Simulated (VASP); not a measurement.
# Pd (Fd-3m) in VASP: further runs

Runs on Pd. Level: LDA. Tasks: single point.

Program: VASP 6.6.1. These are calculated values, not measurements. Logs are shortened: lines on timing, memory, paths and dates and some standing lists are left out, and cuts for length are marked.

### Step 1. The cell of the first run

The structure is cubic, space group Fd-3m (No. 227). The conventional cell has a = 5.464 Å, b = 5.464 Å, c = 5.464 Å, α = 90.00°, β = 90.00°, γ = 90.00°. Within 3.1 Å of Pd (site symmetry -43m) lie 4 Pd at 2.37 Å.

This isn't the form of Pd at room conditions, which is fcc.

### Step 2. Single point, LDA, collinear spin (20.39 Å³/atom)

INCAR

```
PREC     = Accurate       # precision mode
ENCUT    = 630            # plane-wave cutoff, eV
EDIFF    = 1E-6           # SCF threshold, eV
ISMEAR   = -1             # smearing method
SIGMA    = 0.05           # smearing width, eV
LREAL    = False          # projectors in reciprocal space
LASPH    = True           # aspherical terms in the spheres
NELM     = 200            # most SCF steps
ALGO     = Normal         # electronic algorithm
ISIF     = 2              # what is computed and relaxed
LWAVE    = False          # write WAVECAR
LCHARG   = True           # write CHGCAR
ISPIN    = 2              # spin polarisation
MAGMOM   = 0.422 0.422    # initial moments
LORBIT   = 11             # projections on sites
LMAXMIX  = 4              # l up to which the mixer works
LELF     = True           # ELF
LVHAR    = True         
NBANDS   = 29             # bands
GGA_COMPAT= False
```

KPOINTS

```
Automatic mesh
0
Gamma
  11 11 11
```

POSCAR

```
Pd
1.0
    0.0000000000      2.7319053313      2.7319053313
    2.7319053313      0.0000000000      2.7319053313
    2.7319053313      2.7319053313      0.0000000000
Pd
2
Direct
    0.1250000000      0.1250000000      0.1250000000
    0.8750000000      0.8750000000      0.8750000000
```

Potentials or basis: VASP PAW LDA potentials, release 64 (Pd_sv_GW).

The run is started by

```bash
> cat potpaw_LDA.64/Pd_sv_GW/POTCAR > POTCAR
> mpirun -np 1 vasp_std > vasp.out
```

OUTCAR:

```text
PREC = Accurate
   ENCUT = 630
   EDIFF = 1E-6
   ISMEAR = -1
   LREAL = False
   LASPH = True
   NELM = 200
   ISIF = 2
   ISPIN = 2
   LORBIT = 11

 ion  position               nearest neighbor table
   1  0.125  0.125  0.125-   2 2.37   2 2.37   2 2.37   2 2.37
   2  0.875  0.875  0.875-   1 2.37   1 2.37   1 2.37   1 2.37

  LATTYP: Found a face centered cubic cell.
 ALAT       =     5.4638106626

  Lattice vectors:

 A1 = (   0.0000000000,   2.7319053313,   2.7319053313)
 A2 = (   2.7319053313,   0.0000000000,   2.7319053313)
 A3 = (   2.7319053313,   2.7319053313,   0.0000000000)

Analysis of symmetry for initial positions (statically):
=====================================================================
 Subroutine PRICEL returns:
 Original cell was already a primitive cell.

 Routine SETGRP: Setting up the symmetry group for a
 face centered cubic supercell.

 Subroutine GETGRP returns: Found 48 space group operations
 (whereof 12 operations were pure point group operations)
 out of a pool of 48 trial point group operations.

The static configuration has the point symmetry D_3d.
 The point group associated with its full space group is O_h .

Analysis of symmetry for dynamics (positions and initial velocities):
=====================================================================
 Subroutine PRICEL returns:
 Original cell was already a primitive cell.

 Routine SETGRP: Setting up the symmetry group for a
 face centered cubic supercell.

 Subroutine GETGRP returns: Found 48 space group operations
 (whereof 12 operations were pure point group operations)
 out of a pool of 48 trial point group operations.

The dynamic configuration has the point symmetry D_3d.
 The point group associated with its full space group is O_h .

Analysis of structural, dynamic, and magnetic symmetry:
=====================================================================
 Subroutine PRICEL returns:
 Original cell was already a primitive cell.

 Routine SETGRP: Setting up the symmetry group for a
 face centered cubic supercell.

 Subroutine GETGRP returns: Found 48 space group operations
 (whereof 12 operations were pure point group operations)
 out of a pool of 48 trial point group operations.

The overall configuration has the point symmetry D_3d.
 The point group associated with its full space group is O_h .

 Subroutine INISYM returns: Found 48 space group operations
 (whereof 12 operations are pure point group operations),
 and found     1 'primitive' translations

----------------------------------------------------------------------------------------

                                     Primitive cell

  volume of cell :      40.7781

  direct lattice vectors                    reciprocal lattice vectors
     0.000000000  2.731905331  2.731905331    -0.183022447  0.183022447  0.183022447
     2.731905331  0.000000000  2.731905331     0.183022447 -0.183022447  0.183022447
     2.731905331  2.731905331  0.000000000     0.183022447  0.183022447 -0.183022447

  length of vectors
     3.863497571  3.863497571  3.863497571     0.317004178  0.317004178  0.317004178

  position of ions in fractional coordinates (direct lattice)
     0.125000000  0.125000000  0.125000000
     0.875000000  0.875000000  0.875000000

  ion indices of the primitive-cell ions
   primitive index   ion index
                 1           1
                 2           2

----------------------------------------------------------------------------------------

 KPOINTS: Automatic mesh

Automatic generation of k-mesh.
 Grid dimensions read from file:
 generate k-points for:   11   11   11

 Generating k-lattice:

  Cartesian coordinates                     Fractional coordinates (reciprocal lattice)
    -0.016638404  0.016638404  0.016638404     0.090909091  0.000000000  0.000000000
     0.016638404 -0.016638404  0.016638404     0.000000000  0.090909091  0.000000000
     0.016638404  0.016638404 -0.016638404     0.000000000  0.000000000  0.090909091

  Length of vectors
     0.028818562  0.028818562  0.028818562

  Shift w.r.t. Gamma in fractional coordinates (k-lattice)
     0.000000000  0.000000000  0.000000000

 Subroutine IBZKPT returns following result:
 ===========================================

 Found     56 irreducible k-points:

 Following reciprocal coordinates:
            Coordinates               Weight
  0.000000  0.000000  0.000000      1.000000
  0.090909  0.000000  0.000000      8.000000
  0.181818  0.000000  0.000000      8.000000
  0.272727  0.000000  0.000000      8.000000
  0.363636  0.000000  0.000000      8.000000
  0.454545  0.000000  0.000000      8.000000
[... 16 lines left out ...]
 -0.272727  0.181818  0.000000     24.000000
 -0.181818  0.181818  0.000000     12.000000
 [... further k-points ...]
   k-points           NKPTS =     56   k-points in BZ     NKDIM =     56   number of bands    NBANDS=     29
   number of dos      NEDOS =    301   number of ions     NIONS =      2
   total plane-waves  NPLWV =  32768
   dimension x,y,z NGX =    32 NGY =   32 NGZ =   32
   dimension x,y,z NGXF=    64 NGYF=   64 NGZF=   64
   ions per type =               2
   NGX,Y,Z   is equivalent  to a cutoff of  13.77, 13.77, 13.77 a.u.
   NGXF,Y,Z  is equivalent  to a cutoff of  27.54, 27.54, 27.54 a.u.
 SYSTEM =  unknown system
   PREC   = accura    normal or accurate (medium, high low for compatibility)
   ISTART =      0    job   : 0-new  1-cont  2-samecut
   ICHARG =      2    charge: 1-file 2-atom 10-const
   ISPIN  =      2    spin polarized calculation?
   LNONCOLLINEAR =      F non collinear calculations
   LSORBIT =      F    spin-orbit coupling
   LASPH  =      T    aspherical Exc in radial PAW
   ENCUT  =  630.0 eV  46.30 Ry    6.80 a.u.   7.91  7.91  7.91*2*pi/ulx,y,z
   NELM   =    200;   NELMIN=  2; NELMDL= -5     # of ELM steps
   EDIFF  = 0.1E-05   stopping-criterion for ELM
   LREAL  =      F    real-space projection
   EDIFFG = 0.1E-04   stopping-criterion for IOM
   NSW    =      0    number of steps for IOM
   IBRION =     -1    ionic relax: 0-MD 1-quasi-New 2-CG
   NFREE  =      0    steps in history (QN), initial steepest desc. (CG)
   ISIF   =      2    stress and relaxation
   ISYM   =      2    0-nonsym 1-usesym 2-fastsym
   POTIM  = 0.5000    time-step for ionic-motion
   TEBEG  =    0.0;   TEEND  =   0.0 temperature during run
   PSTRESS=    0.0 pullay stress
   NELECT =      36.0000    total number of electrons
   NUPDOWN=      -1.0000    fix difference up-down
   EMIN   =  10.00;   EMAX   =-10.00  energy-range for DOS
   EFERMI =   0.00;   METHOD = LEGACY
   ISMEAR =    -1;   SIGMA  =   0.05  broadening in eV -4-tet -1-fermi 0-gaus
   EFERMI_NEDOS =   21; number of points for ismear=-14 and -15
   IALGO  =     38    algorithm
   IMIX   =      4    mixing-type and parameters
     AMIX     =   0.40;   BMIX     =  1.00
     AMIX_MAG =   1.60;   BMIX_MAG =  1.00
  volume/ion in A,a.u.               =      20.39       137.59
  Fermi-wavevector in a.u.,A,eV,Ry     =   1.570483  2.967783 33.557656  2.466418
  Thomas-Fermi vector in A             =   2.672210
   LORBIT       =     11    0 simple, 1 ext, 2 COOP (PROOUT), +10 PAW based schemes
   GGA     = CA    functional components
   LHFCALC =     F    Hartree Fock is set to
   AEXX    =    0.0000 exact exchange contribution
   IVDW    =     0    specifies the selected vdW correction
   LEPSILON=     F    determine dielectric tensor
   LRPA    =     F    only Hartree local field effects (RPA)
 spin polarized calculation
  energy-cutoff  :      630.00
  volume of cell :       40.78
 maximum number of plane-waves:      1476
   NGX = 15   NGY = 15   NGZ = 15

 number of electron      35.9999985 magnetization       0.7018108

 Free energy of the ion-electron system (eV)
  ---------------------------------------------------
  ext. energy  EPLUGINS =         0.00000000
  ---------------------------------------------------
  free energy    TOTEN  =        -7.16050730 eV

  energy without entropy =       -7.11958732  energy(sigma->0) =       -7.14004731

 E-fermi :   4.6673     XC(G=0): -11.5647

 val. band max:        4.6652382382   @ k =  -0.3636   0.3636   0.0000
 cond. band min:       4.6833297442   @ k =  -0.2727   0.4545   0.1818
 fundamental gap:      0.0180915060
 Fermi energy:         4.6672540886

 spin component 1

 k-point     1 :       0.0000    0.0000    0.0000
  band No.  band energies     occupation
      1     -79.5567      1.00000
      2     -79.3076      1.00000
      3     -45.7052      1.00000
      4     -45.7052      1.00000
      5     -45.7052      1.00000
      6     -45.1925      1.00000
[... 21 lines left out ...]
     28      19.6161      0.00000
     29      19.6161      0.00000
[... 705 lines left out ...]
 k-point    24 :      -0.1818    0.1818    0.0000
  band No.  band energies     occupation
      1     -79.5206      1.00000
      2     -79.3443      1.00000
      3     -45.7667      1.00000
      4     -45.7352      1.00000
      5     -45.6620      1.00000
      6     -45.2375      1.00000
[... 21 lines left out ...]
     28      22.1903      0.00000
     29      24.7168      0.00000

 [... further k-points ...]

 spin component 2

 k-point     1 :       0.0000    0.0000    0.0000
  band No.  band energies     occupation
      1     -79.3002      1.00000
      2     -79.0499      1.00000
      3     -45.4488      1.00000
      4     -45.4488      1.00000
      5     -45.4488      1.00000
      6     -44.9331      1.00000
[... 21 lines left out ...]
     28      19.6798      0.00000
     29      19.6798      0.00000
[... 705 lines left out ...]
 k-point    24 :      -0.1818    0.1818    0.0000
  band No.  band energies     occupation
      1     -79.2639      1.00000
      2     -79.0868      1.00000
      3     -45.5107      1.00000
      4     -45.4789      1.00000
      5     -45.4054      1.00000
      6     -44.9784      1.00000
[... 21 lines left out ...]
     28      22.2590      0.00000
     29      24.7918      0.00000

 [... further k-points ...]
[... 5 lines left out ...]
  --------------------------------------------------------------------------------------
  -------------------------------------------------------------------------------------
  Total        2.5676197      2.5676197      2.5676197     -0.0000000     -0.0000000      0.0000000
  in kB      100.8821536    100.8821536    100.8821536     -0.0000000     -0.0000000      0.0000000
  external PRESSURE =     100.8821536 kB  Pullay stress =       0.0000000 kB

 VOLUME and BASIS-vectors are now :
 -----------------------------------------------------------------------------
  energy-cutoff  :      630.00
  volume of cell :       40.78
      direct lattice vectors                 reciprocal lattice vectors
     0.000000000  2.731905331  2.731905331    -0.183022447  0.183022447  0.183022447
     2.731905331  0.000000000  2.731905331     0.183022447 -0.183022447  0.183022447
     2.731905331  2.731905331  0.000000000     0.183022447  0.183022447 -0.183022447

 POSITION                                       TOTAL-FORCE (eV/Angst)
 -----------------------------------------------------------------------------------
      0.68298      0.68298      0.68298         0.000000      0.000000     -0.000000
      4.78083      4.78083      4.78083         0.000000     -0.000000      0.000000
 -----------------------------------------------------------------------------------
    total drift:                                0.000000      0.000000     -0.000000

  FREE ENERGIE OF THE ION-ELECTRON SYSTEM (eV)
  ---------------------------------------------------
  free  energy   TOTEN  =        -7.1605073003 eV

  energy  without entropy=       -7.1195873188  energy(sigma->0) =       -7.14004731

 total charge

# of ion       s       p       d       f       tot
--------------------------------------------------
    1        2.203   6.082   7.432   0.019  15.736
    2        2.203   6.082   7.432   0.019  15.736
--------------------------------------------------
tot          4.405  12.163  14.865   0.039  31.472

 magnetization (x)

# of ion       s       p       d       f       tot
--------------------------------------------------
    1       -0.001   0.001   0.335   0.001   0.336
    2       -0.001   0.001   0.335   0.001   0.336
--------------------------------------------------
tot         -0.001   0.002   0.671   0.001   0.672
```

It took 2.4 min on 1 thread of Intel Xeon Platinum 8259CL at 2.50GHz (Skylake/Cascade Lake), shared host; peak memory 0.26 GiB.

What came out:

```yaml
Free_energy: -7.1605 eV
Pressure: 10.1 GPa
Net_moment: 0.70 μB per cell
Site_moments: Pd +0.34 μB
Valence_electrons_inside_the_program's_atomic_spheres: Pd 15.74
```

Caveat: the cell stands under pressure.

### Step 3. Single point, LDA, non-collinear spin, typed start, spin-orbit coupling

This run uses another cell than the first one, of 22.13 Å³/atom.

INCAR

```
SYSTEM = Pd
ALGO = Normal
EDIFF = 1E-6
ENCUT = 520
GGA_COMPAT = .FALSE.
ISIF = 2
ISMEAR = -1
LASPH = .TRUE.
LCHARG = .TRUE.
LMAXMIX = 4
LORBIT = 11
LORBMOM = .TRUE.
LREAL = .FALSE.
LSORBIT = .TRUE.
LVHAR = .TRUE.
LWAVE = .FALSE.
MAGMOM = 0 0 0.422 0 0 0.422
NBANDS = 32
NELM = 150
PREC = Accurate
SIGMA = 0.05
```

KPOINTS

```
k-points
0
G
  10 10 10
  0 0 0
```

POSCAR

```
Pd
1.0
    0.0000000000      2.8073440366      2.8073440366
    2.8073440366      0.0000000000      2.8073440366
    2.8073440366      2.8073440366      0.0000000000
Pd
2
Direct
    0.1250000000      0.1250000000      0.1250000000
    0.8750000000      0.8750000000      0.8750000000
```

Potentials or basis: VASP PAW LDA potentials, release 64 (Pd).

The run is started by

```bash
> cat potpaw_LDA.64/Pd/POTCAR > POTCAR
> mpirun -np 1 vasp_ncl > vasp.out
```

Wall time 3.7 min (1 thread of Intel Xeon Platinum 8488C (Sapphire Rapids), shared host); peak memory 0.41 GiB.

It converged, with:

```yaml
Free_energy: -10.2894 eV
Pressure: -0.1 GPa
Net_moment: 0.70 μB per cell
Valence_electrons_inside_the_program's_atomic_spheres: Pd 9.42
```

Moments on the atoms (μB; x, y, z):
```
Pd  0.00 0.00 0.34
Pd  0.00 0.00 0.34
```
